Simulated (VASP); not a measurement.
# TaN (P6_3mc) in VASP: notebook

The runs below take TaN through single point, with PBEsol.

Program: VASP 6.6.1. These are calculated values, not measurements. Logs are shortened: lines on timing, memory, paths and dates and some standing lists are left out, and cuts for length are marked.

### 1 The cell of the first run

Symmetry: P6_3mc, No. 186, hexagonal system. The conventional cell has a = 3.290 Å, b = 3.290 Å, c = 5.885 Å, α = 90.00°, β = 90.00°, γ = 120.00°. Ta (site symmetry 3m) has 4 N at 1.91 to 2.16 Å within 2.5 Å. N (site symmetry 3m) has 4 Ta at 1.91 to 2.16 Å within 2.5 Å.

### 2 Single point, PBEsol (13.79 Å³/atom)

Contents of INCAR:

```
  PREC = Accurate
  ENCUT = 520
  EDIFF = 1E-6
  ISMEAR = 0
  SIGMA = 0.15
  LREAL = F
  LASPH = T
  NELM = 60
  ALGO = Normal
  ISIF = 2
  LWAVE = F
  LCHARG = T
  GGA = PS
  LELF = T
  LVHAR = T
  NBANDS = 24
```

Contents of KPOINTS:

```
regular mesh
0
Gamma
  18 18 8
```

Contents of POSCAR:

```
TaN
1.0
    3.2900793096      0.0000000000      0.0000000000
   -1.6450396548      2.8492922626      0.0000000000
    0.0000000000      0.0000000000      5.8849648611
Ta N
2 2
Direct
    0.3333333333      0.6666666667      0.0301041378
    0.6666666667      0.3333333333      0.5301041378
    0.3333333333      0.6666666667      0.3548958622
    0.6666666667      0.3333333333      0.8548958622
```

Potentials or basis: VASP PAW PBE potentials, release 64 (Ta_pv, N).

The run is started by

```
$ cat potpaw_PBE.64/Ta_pv/POTCAR potpaw_PBE.64/N/POTCAR > POTCAR
$ mpirun -np 1 vasp_std > vasp.out
```

OUTCAR:

```text
PREC = Accurate
   ENCUT = 520
   EDIFF = 1E-6
   ISMEAR = 0
   LREAL = F
   LASPH = T
   NELM = 60
   ISIF = 2
   GGA = PS

 ion  position               nearest neighbor table
   1  0.333  0.667  0.030-   3 1.91   4 2.16   4 2.16   4 2.16   2 3.50   2 3.50   2 3.50   2 3.50
                             2 3.50   2 3.50
   2  0.667  0.333  0.530-   4 1.91   3 2.16   3 2.16   3 2.16   1 3.50   1 3.50   1 3.50   1 3.50
                             1 3.50   1 3.50
   3  0.333  0.667  0.355-   1 1.91   2 2.16   2 2.16   2 2.16
   4  0.667  0.333  0.855-   2 1.91   1 2.16   1 2.16   1 2.16

  LATTYP: Found a hexagonal cell.
 ALAT       =     3.2900793096
 C/A-ratio  =     1.7887000000

  Lattice vectors:

 A1 = (   3.2900793096,   0.0000000000,   0.0000000000)
 A2 = (  -1.6450396548,   2.8492922626,   0.0000000000)
 A3 = (   0.0000000000,   0.0000000000,   5.8849648611)

Analysis of symmetry for initial positions (statically):
=====================================================================
 Subroutine PRICEL returns:
 Original cell was already a primitive cell.

 Routine SETGRP: Setting up the symmetry group for a
 hexagonal supercell.

 Subroutine GETGRP returns: Found 12 space group operations
 (whereof  6 operations were pure point group operations)
 out of a pool of 24 trial point group operations.

The static configuration has the point symmetry C_3v.
 The point group associated with its full space group is C_6v.

Analysis of symmetry for dynamics (positions and initial velocities):
=====================================================================
 Subroutine PRICEL returns:
 Original cell was already a primitive cell.

 Routine SETGRP: Setting up the symmetry group for a
 hexagonal supercell.

 Subroutine GETGRP returns: Found 12 space group operations
 (whereof  6 operations were pure point group operations)
 out of a pool of 24 trial point group operations.

The dynamic configuration has the point symmetry C_3v.
 The point group associated with its full space group is C_6v.

 Subroutine INISYM returns: Found 12 space group operations
 (whereof  6 operations are pure point group operations),
 and found     1 'primitive' translations

----------------------------------------------------------------------------------------

                                     Primitive cell

  volume of cell :      55.1680

  direct lattice vectors                    reciprocal lattice vectors
     3.290079310  0.000000000  0.000000000     0.303944041  0.175482174  0.000000000
    -1.645039655  2.849292263  0.000000000     0.000000000  0.350964348  0.000000000
     0.000000000  0.000000000  5.884964861     0.000000000  0.000000000  0.169924549

  length of vectors
     3.290079310  3.290079310  5.884964861     0.350964348  0.350964348  0.169924549

  position of ions in fractional coordinates (direct lattice)
     0.333333333  0.666666667  0.030104138
     0.666666667  0.333333333  0.530104138
     0.333333333  0.666666667  0.354895862
     0.666666667  0.333333333  0.854895862

  ion indices of the primitive-cell ions
   primitive index   ion index
                 1           1
                 2           2
                 3           3
                 4           4

----------------------------------------------------------------------------------------

 KPOINTS: regular mesh

Automatic generation of k-mesh.
 Grid dimensions read from file:
 generate k-points for:   18   18    8

 Generating k-lattice:

  Cartesian coordinates                     Fractional coordinates (reciprocal lattice)
     0.016885780  0.009749010  0.000000000     0.055555556  0.000000000  0.000000000
     0.000000000  0.019498019  0.000000000     0.000000000  0.055555556  0.000000000
     0.000000000  0.000000000  0.021240569     0.000000000  0.000000000  0.125000000

  Length of vectors
     0.019498019  0.019498019  0.021240569

  Shift w.r.t. Gamma in fractional coordinates (k-lattice)
     0.000000000  0.000000000  0.000000000

 Subroutine IBZKPT returns following result:
 ===========================================

 Found    185 irreducible k-points:

 Following reciprocal coordinates:
            Coordinates               Weight
  0.000000  0.000000  0.000000      1.000000
  0.055556  0.000000  0.000000      6.000000
  0.111111  0.000000  0.000000      6.000000
  0.166667  0.000000  0.000000      6.000000
  0.222222  0.000000  0.000000      6.000000
  0.277778  0.000000  0.000000      6.000000
[... 16 lines left out ...]
  0.333333  0.111111  0.000000     12.000000
  0.388889  0.111111  0.000000     12.000000
 [... further k-points ...]
   k-points           NKPTS =    185   k-points in BZ     NKDIM =    185   number of bands    NBANDS=     24
   number of dos      NEDOS =    301   number of ions     NIONS =      4
   total plane-waves  NPLWV =  27648
   dimension x,y,z NGX =    24 NGY =   24 NGZ =   48
   dimension x,y,z NGXF=    48 NGYF=   48 NGZF=   96
   ions per type =               2   2
   NGX,Y,Z   is equivalent  to a cutoff of  12.13, 12.13, 13.56 a.u.
   NGXF,Y,Z  is equivalent  to a cutoff of  24.25, 24.25, 27.12 a.u.
 SYSTEM =  unknown system
   PREC   = accura    normal or accurate (medium, high low for compatibility)
   ISTART =      0    job   : 0-new  1-cont  2-samecut
   ICHARG =      2    charge: 1-file 2-atom 10-const
   ISPIN  =      1    spin polarized calculation?
   LNONCOLLINEAR =      F non collinear calculations
   LSORBIT =      F    spin-orbit coupling
   LASPH  =      T    aspherical Exc in radial PAW
   ENCUT  =  520.0 eV  38.22 Ry    6.18 a.u.   6.12  6.12 10.94*2*pi/ulx,y,z
   NELM   =     60;   NELMIN=  2; NELMDL= -5     # of ELM steps
   EDIFF  = 0.1E-05   stopping-criterion for ELM
   LREAL  =      F    real-space projection
   EDIFFG = 0.1E-04   stopping-criterion for IOM
   NSW    =      0    number of steps for IOM
   IBRION =     -1    ionic relax: 0-MD 1-quasi-New 2-CG
   NFREE  =      0    steps in history (QN), initial steepest desc. (CG)
   ISIF   =      2    stress and relaxation
   ISYM   =      2    0-nonsym 1-usesym 2-fastsym
   POTIM  = 0.5000    time-step for ionic-motion
   TEBEG  =    0.0;   TEEND  =   0.0 temperature during run
   PSTRESS=    0.0 pullay stress
   NELECT =      32.0000    total number of electrons
   NUPDOWN=      -1.0000    fix difference up-down
   EMIN   =  10.00;   EMAX   =-10.00  energy-range for DOS
   EFERMI =   0.00;   METHOD = LEGACY
   ISMEAR =     0;   SIGMA  =   0.15  broadening in eV -4-tet -1-fermi 0-gaus
   EFERMI_NEDOS =   21; number of points for ismear=-14 and -15
   IALGO  =     38    algorithm
   IMIX   =      4    mixing-type and parameters
     AMIX     =   0.40;   BMIX     =  1.00
     AMIX_MAG =   1.60;   BMIX_MAG =  1.00
  volume/ion in A,a.u.               =      13.79        93.07
  Fermi-wavevector in a.u.,A,eV,Ry     =   1.365303  2.580049 25.361975  1.864053
  Thomas-Fermi vector in A             =   2.491543
   LORBIT       =      0    0 simple, 1 ext, 2 COOP (PROOUT), +10 PAW based schemes
   GGA     = PS    functional components
   LHFCALC =     F    Hartree Fock is set to
   AEXX    =    0.0000 exact exchange contribution
   IVDW    =     0    specifies the selected vdW correction
   LEPSILON=     F    determine dielectric tensor
   LRPA    =     F    only Hartree local field effects (RPA)
 non-spin polarized calculation
 Gauss-broadening in eV      SIGMA  =   0.15
  energy-cutoff  :      520.00
  volume of cell :       55.17
 maximum number of plane-waves:      1518
   NGX = 13   NGY = 13   NGZ = 21

 number of electron      31.9999993 magnetization

 Free energy of the ion-electron system (eV)
  ---------------------------------------------------
  ext. energy  EPLUGINS =         0.00000000
  ---------------------------------------------------
  free energy    TOTEN  =       -45.41932893 eV

  energy without entropy =      -45.40942713  energy(sigma->0) =      -45.41437803

 E-fermi :   5.8667     XC(G=0): -11.9977

 val. band max:        5.8228512735   @ k =   0.0556   0.0000   0.1250
 cond. band min:       5.8695799893   @ k =   0.0556   0.0556   0.1250
 fundamental gap:      0.0467287158
 Fermi energy:         5.8666522381

 k-point     1 :       0.0000    0.0000    0.0000
  band No.  band energies     occupation
      1     -29.8066      2.00000
      2     -29.4559      2.00000
      3     -29.2692      2.00000
      4     -29.2692      2.00000
      5     -29.2320      2.00000
      6     -29.2320      2.00000
[... 16 lines left out ...]
     23      10.6252      0.00000
     24      12.5575      0.00000

 k-point     2 :       0.0556    0.0000    0.0000
  band No.  band energies     occupation
      1     -29.8028      2.00000
      2     -29.4566      2.00000
      3     -29.2796      2.00000
      4     -29.2720      2.00000
      5     -29.2430      2.00000
      6     -29.2340      2.00000
[... 16 lines left out ...]
     23      10.8195      0.00000
     24      12.1964      0.00000

 k-point     3 :       0.1111    0.0000    0.0000
  band No.  band energies     occupation
      1     -29.7916      2.00000
      2     -29.4589      2.00000
      3     -29.3095      2.00000
      4     -29.2801      2.00000
      5     -29.2746      2.00000
      6     -29.2399      2.00000
[... 16 lines left out ...]
     23      11.3404      0.00000
     24      11.9512      0.00000
[... 514 lines left out ...]
 k-point    23 :       0.3333    0.1111    0.0000
  band No.  band energies     occupation
      1     -29.6686      2.00000
      2     -29.5573      2.00000
      3     -29.5386      2.00000
      4     -29.5002      2.00000
      5     -29.3699      2.00000
      6     -29.3169      2.00000
[... 16 lines left out ...]
     23      10.9699      0.00000
     24      11.4024      0.00000

 k-point    24 :       0.3889    0.1111    0.0000
  band No.  band energies     occupation
      1     -29.6534      2.00000
      2     -29.5775      2.00000
      3     -29.5642      2.00000
      4     -29.5110      2.00000
      5     -29.3800      2.00000
      6     -29.3246      2.00000
[... 16 lines left out ...]
     23      10.8855      0.00000
     24      11.4428      0.00000

 [... further k-points ...]

------------------------ aborting loop because EDIFF is reached ----------------------------------------

  FORCE on cell =-STRESS in cart. coord.  units (eV):
  Direction    XX          YY          ZZ          XY          YZ          ZX
  --------------------------------------------------------------------------------------
  -------------------------------------------------------------------------------------
  Total       -6.8207870     -6.8207870      1.7316335      0.0000000      0.0000000      0.0000000
  in kB     -198.0878471   -198.0878471     50.2897309      0.0000000      0.0000000      0.0000000
  external PRESSURE =    -115.2953211 kB  Pullay stress =       0.0000000 kB

 VOLUME and BASIS-vectors are now :
 -----------------------------------------------------------------------------
  energy-cutoff  :      520.00
  volume of cell :       55.17
      direct lattice vectors                 reciprocal lattice vectors
     3.290079310  0.000000000  0.000000000     0.303944041  0.175482174  0.000000000
    -1.645039655  2.849292263  0.000000000     0.000000000  0.350964348  0.000000000
     0.000000000  0.000000000  5.884964861     0.000000000  0.000000000  0.169924549

 POSITION                                       TOTAL-FORCE (eV/Angst)
 -----------------------------------------------------------------------------------
     -0.00000      1.89953      0.17716        -0.000000      0.000000     -1.529500
      1.64504      0.94976      3.11964         0.000000     -0.000000     -1.529500
     -0.00000      1.89953      2.08855         0.000000      0.000000      1.529500
      1.64504      0.94976      5.03103         0.000000      0.000000      1.529500
 -----------------------------------------------------------------------------------
    total drift:                               -0.000000      0.000000      0.002736

  FREE ENERGIE OF THE ION-ELECTRON SYSTEM (eV)
  ---------------------------------------------------
  free  energy   TOTEN  =       -45.4193289301 eV

  energy  without entropy=      -45.4094271349  energy(sigma->0) =      -45.41437803
```

It took 65 s on 1 thread of Intel Xeon 6975P-C (Granite Rapids), shared host; peak memory 0.33 GiB.

What came out:

```
Free energy            : -45.4193 eV
Pressure               : -11.5 GPa
Largest force          : 1.530 eV/Å
Band gap on the k mesh : zero (bands 16 and 17 overlap by 0.65 eV)
```

Forces in eV/Å, atoms in the order of the input:
```
Ta   0.000  0.000 -1.530
Ta   0.000  0.000 -1.530
N    0.000  0.000  1.530
N    0.000  0.000  1.530
```

Stress tensor (GPa, compression positive):
```
-19.81   0.00   0.00
  0.00 -19.81   0.00
  0.00   0.00   5.03
```

Caveat: the cell stands under tension; the PAW data sets were made with another functional, which shifts forces and pressure a little; spin-orbit coupling is left out, which moves the levels of the heavy elements.

### 3 Single point, PBEsol (13.79 Å³/atom)

Contents of INCAR:

```
SYSTEM = TaN
PREC     = Accurate       ! precision mode
ENCUT    = 520            ! plane-wave cutoff, eV
EDIFF    = 1E-7           ! SCF threshold, eV
ISMEAR   = 0              ! smearing method
SIGMA    = 0.15           ! smearing width, eV
LREAL    = .False.        ! projectors in reciprocal space
LASPH    = .True.         ! aspherical terms in the spheres
NELM     = 60             ! most SCF steps
ALGO     = Normal         ! electronic algorithm
ISIF     = 2              ! what is computed and relaxed
LWAVE    = .False.        ! write WAVECAR
LCHARG   = .False.        ! write CHGCAR
GGA      = PS             ! functional
NBANDS   = 24             ! bands
```

Contents of KPOINTS:

```
Automatic mesh
0
Gamma
  18 18 8
  0 0 0
```

Contents of POSCAR:

```
TaN
1.0
    3.1184425600      0.0000000000      0.0000000000
   -1.5592212800      2.7006504771      0.0000000000
    0.0000000000      0.0000000000      6.5506004414
Ta N
2 2
Direct
    0.3333333333      0.6666666667      0.0301041378
    0.6666666667      0.3333333333      0.5301041378
    0.3333333333      0.6666666667      0.3548958622
    0.6666666667      0.3333333333      0.8548958622
```

Potentials or basis: VASP PAW PBE potentials, release 64 (Ta_pv, N).

The run is started by

```
$ cat potpaw_PBE.64/Ta_pv/POTCAR potpaw_PBE.64/N/POTCAR > POTCAR
$ mpirun -np 1 vasp_std > vasp.out
```

It took 79 s on 1 thread of Intel Xeon 6975P-C (Granite Rapids), shared host; peak memory 0.33 GiB.

The run converged. Its results:

```
Free energy            : -45.2459 eV
Pressure               : -19.8 GPa
Largest force          : 0.833 eV/Å
Band gap on the k mesh : zero (bands 16 and 17 overlap by 0.06 eV)
```

Forces on the atoms (eV/Å):
```
Ta   0.000  0.000  0.833
Ta   0.000  0.000  0.833
N    0.000  0.000 -0.833
N    0.000  0.000 -0.833
```

Stress tensor (GPa, compression positive):
```
 -9.74   0.00   0.00
  0.00  -9.74   0.00
  0.00   0.00 -40.01
```

Levels at points of the mesh, in eV from the Fermi level:
```
           k point  band 13  band 14  band 15  band 16  band 17  band 18  band 19  band 20
(0.00, 0.00, 0.00)    -3.81    -3.81    -0.98    -0.31     0.56     0.56     2.07     2.07
(0.50, 0.00, 0.00)    -4.36    -3.20    -1.99    -0.48     0.84     1.97     2.85     3.72
(0.00, 0.00, 0.50)    -4.14    -4.14    -0.03    -0.03     1.15     1.15     1.15     1.15
(0.50, 0.00, 0.50)    -4.01    -4.01    -0.98    -0.98     1.24     1.24     3.55     3.55
```

Caveat: the cell stands under tension; the PAW data sets were made with another functional, which shifts forces and pressure a little; spin-orbit coupling is left out, which moves the levels of the heavy elements.

(Continued in part 2 of 2.)
